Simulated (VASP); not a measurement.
A run of VASP 6.6.1:

The input INCAR:

```
SYSTEM = PbS
ALGO = Normal
EDIFF = 1E-6
ENCUT = 500
GGA = PE
GGA_COMPAT = .False.
ISIF = 2
ISMEAR = -1
LASPH = .True.
LCHARG = .True.
LELF = .True.
LREAL = .False.
LVHAR = .True.
LWAVE = .False.
NBANDS = 17
NELM = 120
PREC = Accurate
SIGMA = 0.15
```

File KPOINTS:

```
k-points
0
Gamma
  7 7 7
  0 0 0
```

POSCAR

```
PbS
1.0
    0.0000000000      2.9650000000      2.9650000000
    2.9650000000      0.0000000000      2.9650000000
    2.9650000000      2.9650000000      0.0000000000
Pb S
1 1
Direct
    0.0000000000      0.0000000000      0.0000000000
    0.5000000000      0.5000000000      0.5000000000
```

Potentials or basis: VASP PAW PBE potentials, release 64 (Pb_d, S).

Launch:

```bash
$ cat potpaw_PBE.64/Pb_d/POTCAR potpaw_PBE.64/S/POTCAR > POTCAR
$ mpirun -np 1 vasp_std > vasp.out
```

Hardware: 1 thread of Intel(R) Xeon(R) 6975P-C (Granite Rapids) (shared host).

**Question.** How long does it take, and how much memory?

**Answer.** Wall time 7.1 s on 1 thread of Intel(R) Xeon(R) 6975P-C (Granite Rapids) (shared host), peak memory 0.17 GiB. Counts: scf iterations 12, k points 20.
